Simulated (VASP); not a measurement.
Wanted: the native input for a VASP 6.6.1 run.

| Property | Result |
| --- | --- |
| Task | electric field gradients |
| Functional | r2SCAN |
| Potentials or basis | VASP PAW PBE potentials, release 64 (Au) |
| Cutoff | 520 eV |
| k mesh | 18 × 18 × 10 |
| Occupations | fermi-dirac, width 0.05 eV |
| Spin | no spin polarisation |
| Dipole correction | no |
| Further INCAR settings | ALGO = Normal; EDIFF = 1e-08; NBANDS = 18 |

Au:

```
Au
1.0
     2.90000    0.00000    0.00000
    -1.45000    2.51147    0.00000
     0.00000    0.00000    4.88000
Au
2
Direct
  0.33333 0.66667 0.75000
  0.66667 0.33333 0.25000
```

This isn't the form of Au at room conditions, which is fcc.

One way to write it, as run:

POSCAR

```
Au
1.0
    2.9000000000      0.0000000000      0.0000000000
   -1.4500000000      2.5114736710      0.0000000000
    0.0000000000      0.0000000000      4.8800000000
Au
2
Direct
    0.3333333333      0.6666666667      0.7500000000
    0.6666666667      0.3333333333      0.2500000000
```

INCAR.step1

```
SYSTEM = Au
ALGO = Normal
EDIFF = 1E-4
ENCUT = 520
GGA = PE
ISMEAR = -1
LASPH = .True.
LCHARG = .False.
LREAL = .False.
LWAVE = .True.
NBANDS = 18
NELM = 80
PREC = Accurate
SIGMA = 0.05
```

INCAR.step2

```
SYSTEM = Au
ALGO = Normal
EDIFF = 1E-8
ENCUT = 520
ISIF = 2
ISMEAR = -1
ISTART = 1
LASPH = .True.
LCHARG = .False.
LEFG = .True.
LMIXTAU = .True.
LREAL = .False.
LWAVE = .False.
METAGGA = R2SCAN
NBANDS = 18
NELM = 80
PREC = Accurate
SIGMA = 0.05
```

KPOINTS

```
k-points
0
Gamma
  18 18 10
  0 0 0
```

Potentials or basis: VASP PAW PBE potentials, release 64 (Au).

Launch:

```bash
$ cat potpaw_PBE.64/Au/POTCAR > POTCAR
$ cp INCAR.step1 INCAR
$ mpirun -np 1 vasp_std > vasp.out
$ cp INCAR.step2 INCAR
$ mpirun -np 1 vasp_std > vasp.out
```

Results of the run:

| Quantity | Value |
| --- | --- |
| Pressure | -1.2 GPa |
| Band gap on the k mesh | zero (bands 11 and 12 overlap by 7.08 eV) |
| Largest electric field gradient by atom | Au +22.1 V/Å² |

Caveat: without QUAD_EFG the Cq values of the log hold for a quadrupole moment of 1 mb, not for the nuclei; the PAW data sets were made with another functional, which shifts forces and pressure a little; spin-orbit coupling is left out, which moves the levels of the heavy elements.

Wall time 11 min on 1 thread of Intel Xeon 8259CL, on a shared host, peak memory 0.25 GiB.
